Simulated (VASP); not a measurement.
ZrNb2B4: single point with PBE

ZrNb2B4:

```
Zr Nb B
1.0
     3.17762    0.00000    0.00000
     0.00000   -3.38685    0.00000
    -1.58881    1.69342   -7.12325
Zr Nb B
1 2 4
Direct
  0.50000 0.00000 0.00000
  0.18615 0.18615 0.37229
  0.81385 0.81385 0.62771
  0.93431 0.43431 0.86862
  0.06569 0.56569 0.13138
  0.36613 0.36613 0.73226
  0.63387 0.63387 0.26774
```

* Program: VASP 6.6.1
* Task: single point
* Functional: PBE
* Potentials or basis: VASP PAW PBE potentials, release 64 (Zr_sv, Nb_sv, B)
* Cutoff: 500 eV
* k mesh: 8 × 8 × 8
* Occupations: gaussian, width 0.2 eV
* Spin: no spin polarisation
* Dipole correction: no
* Further INCAR settings: ALGO = Normal; EDIFF = 1e-06; NBANDS = 34

- Pressure: -0.1 GPa
- Largest force: 0.031 eV/Å
- Band gap on the k mesh: zero (bands 25 and 26 overlap by 1.27 eV)

Forces on the atoms (eV/Å):
```
Zr   0.000  0.000  0.000
Nb   0.000  0.000 -0.018
Nb   0.000  0.000  0.018
B    0.000  0.000  0.031
B    0.000  0.000 -0.031
B    0.000  0.000  0.001
B    0.000  0.000 -0.001
```

Stress tensor (GPa, compression positive):
```
-0.25  0.00  0.00
 0.00 -0.07  0.00
 0.00  0.00 -0.09
```

Levels at points of the mesh, in eV from the Fermi level:
```tsv
k point	band 23	band 24	band 25	band 26	band 27	band 28
(0.00, 0.00, 0.00)	-2.03	-1.57	0.59	0.89	0.96	2.43
(0.50, 0.00, 0.00)	-2.46	-1.67	-0.55	-0.27	1.06	1.30
(0.00, 0.50, 0.00)	-1.55	-0.67	-0.42	0.63	1.06	1.10
(0.50, 0.50, 0.00)	-2.56	-1.36	-1.21	2.73	2.86	3.72
(0.00, 0.00, 0.50)	-2.26	-1.07	0.80	0.93	1.11	1.26
```

Run time: 2.8 min on 1 thread of Intel(R) Xeon(R) Platinum 8488C (Sapphire Rapids), on a shared host, peak memory 0.34 GiB.
